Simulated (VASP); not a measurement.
Input of a VASP 6.6.1 run:

File POSCAR:

```
Sb
1.0
    3.0586616250      0.0000000000      0.0000000000
    0.0000000000      4.2587682402      0.0000000000
   -0.0381205934      0.0000000000      4.3159114163
Sb
2
Direct
    0.0113890000      0.2500000000      0.2411660000
    0.9886110000      0.7500000000      0.7588340000
```

The input INCAR.step1:

```
PREC = Accurate ; ENCUT = 520
EDIFF = 1E-5 ; ISMEAR = -1
SIGMA = 0.05 ; LREAL = False
LASPH = True ; NELM = 80
ALGO = Normal ; ISIF = 2
LWAVE = True ; LCHARG = False
NBANDS = 12 ; GGA = PE
```

File INCAR.step2:

```
PREC = Accurate ; ENCUT = 520
EDIFF = 1E-7 ; ISMEAR = -1
SIGMA = 0.05 ; LREAL = False
LASPH = True ; NELM = 80
ALGO = Normal ; ISIF = 2
LWAVE = False ; LCHARG = False
GGA = PE ; LHFCALC = True
HFSCREEN = 0.2079 ; PRECFOCK = Normal
NBANDS = 12 ; ISTART = 1
```

The input KPOINTS:

```
regular mesh
0
Gamma
  6 4 4
```

Potentials or basis: VASP PAW PBE potentials, release 64 (Sb).

Launch:

```bash
$ cat potpaw_PBE.64/Sb/POTCAR > POTCAR
$ cp INCAR.step1 INCAR
$ mpirun -np 1 vasp_std > vasp.out
$ cp INCAR.step2 INCAR
$ mpirun -np 1 vasp_std > vasp.out
```

Question: What does it give for the pressure?

Answer: 1.5 GPa.

Question: Estimate the band gap on the k mesh.

Answer: Zero (bands 5 and 6 overlap by 10.54 eV).

Stress tensor (GPa, compression positive):
```
-3.01  0.00 -0.11
 0.00  3.82  0.00
-0.11  0.00  3.75
```

Caveat: the k points lie up to 0.37 Å⁻¹ apart, too coarse for converged energies and pressures of a metal; the PAW data sets were made with another functional, which shifts forces and pressure a little; spin-orbit coupling is left out, which moves the levels of the heavy elements.
